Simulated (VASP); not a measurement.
The system is FeGe.

```
Ge Fe
1.0
     4.99760    0.00000    0.00000
    -2.49880    4.32805    0.00000
     0.00000    0.00000    4.11576
Ge Fe
3 3
Direct
  0.66667 0.33333 0.50000
  0.33333 0.66667 0.50000
  0.00000 0.00000 0.00000
  0.00000 0.50000 0.00000
  0.50000 0.50000 0.00000
  0.50000 0.00000 0.00000
```

| Quantity | Value |
| --- | --- |
| Program | VASP 6.6.1 |
| Task | relaxation of cell and atoms |
| Functional | LDA |
| Potentials or basis | VASP PAW LDA potentials, release 64 (Ge_d, Fe) |
| Cutoff | 600 eV |
| k mesh | 6 × 6 × 7 |
| Occupations | fermi-dirac, width 0.05 eV |
| Spin | collinear spin, ferromagnetic start |
| Starting moments | [0.0, 0.0, 0.0, 3.0, 3.0, 3.0] μB |
| Hubbard terms | Fe d U = 6.0 eV |

At the start: pressure 2.5 GPa; volume 14.84 Å³/atom.

**Question.** Where does the relaxation end?

**Answer.** Over 9 steps the energy falls by 2.8 meV/atom and the volume is 15.20 Å³/atom (+2.5 %); space group P6/mmm (No. 191, to 0.1 Å) before and after; moment 8.30 μB per cell.

The path:
```
step  energy change (eV)  largest force (eV/Å)  pressure (GPa)  volume (Å³)
   1              0.0000                0.0000            2.53        89.02
   2             -0.0140                0.0000           -0.88        92.08
   3             -0.0168                0.0000           -0.26        91.18
   4             -0.0167                0.0000            0.06        90.99
   5             -0.0167                0.0000            0.09        91.04
   6             -0.0168                0.0000            0.01        91.11
   7             -0.0169                0.0000            0.07        91.09
   8             -0.0169                0.0000            0.10        91.09
   9             -0.0169                0.0000           -0.02        91.21
```

Final structure:
```
CELL_PARAMETERS angstrom
5.03001 0.00000 0.00000
-2.51501 4.35612 0.00000
0.00000 0.00000 4.16268
ATOMIC_POSITIONS crystal
Ge 0.66667 0.33333 0.50000
Ge 0.33333 0.66667 0.50000
Ge 0.00000 0.00000 0.00000
Fe 0.00000 0.50000 0.00000
Fe 0.50000 0.50000 0.00000
Fe 0.50000 0.00000 0.00000
```

Caveat: the U is typed as a test and isn't derived for this compound.
